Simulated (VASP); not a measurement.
A run of VASP 6.6.1 is set up as follows.

Contents of INCAR:

```
SYSTEM = Si3N4
  PREC = Accurate
  ENCUT = 600
  EDIFF = 1E-6
  ISMEAR = 0
  SIGMA = 0.02
  LREAL = .FALSE.
  LASPH = .TRUE.
  NELM = 60
  ALGO = Normal
  ISIF = 4
  LWAVE = .FALSE.
  LCHARG = .FALSE.
  GGA = PE
  IVDW = 12
  IBRION = 2
  NSW = 50
  EDIFFG = -0.01
```

Contents of KPOINTS:

```
Automatic mesh
0
G
  6 6 8
  0 0 0
```

Contents of POSCAR:

```
Si3N4
1.0
    7.7714499582      0.0000000000      0.0000000000
   -3.8857249791      6.7302730881      0.0000000000
    0.0000000000      0.0000000000      2.9662757198
Si N
6 8
Direct
    0.7695085973      0.1756827068      0.3256285714
    0.5938258905      0.7695085973      0.8256285714
    0.8243172932      0.5938258905      0.3256285714
    0.2304914027      0.8243172932      0.8256285714
    0.4061741095      0.2304914027      0.3256285714
    0.1756827068      0.4061741095      0.8256285714
    0.0314404017      0.3303292651      0.3256285714
    0.7011111366      0.0314404017      0.8256285714
    0.6696707349      0.7011111366      0.3256285714
    0.9685595983      0.6696707349      0.8256285714
    0.2988888634      0.9685595983      0.3256285714
    0.3303292651      0.2988888634      0.8256285714
    0.3333333333      0.6666666667     -0.1743714286
    0.6666666667      0.3333333333      0.3256285714
```

Potentials or basis: VASP PAW PBE potentials, release 64 (Si, N).

Command:

```sh
$ cat potpaw_PBE.64/Si/POTCAR potpaw_PBE.64/N/POTCAR > POTCAR
$ mpirun -np 1 vasp_std > vasp.out
```

(1) What does it give for the dispersion energy per atom?

(2) What does it give for the band gap on the k mesh?

Answers

(1) -0.241 eV.

(2) 4.13 eV (least direct gap 4.30 eV).
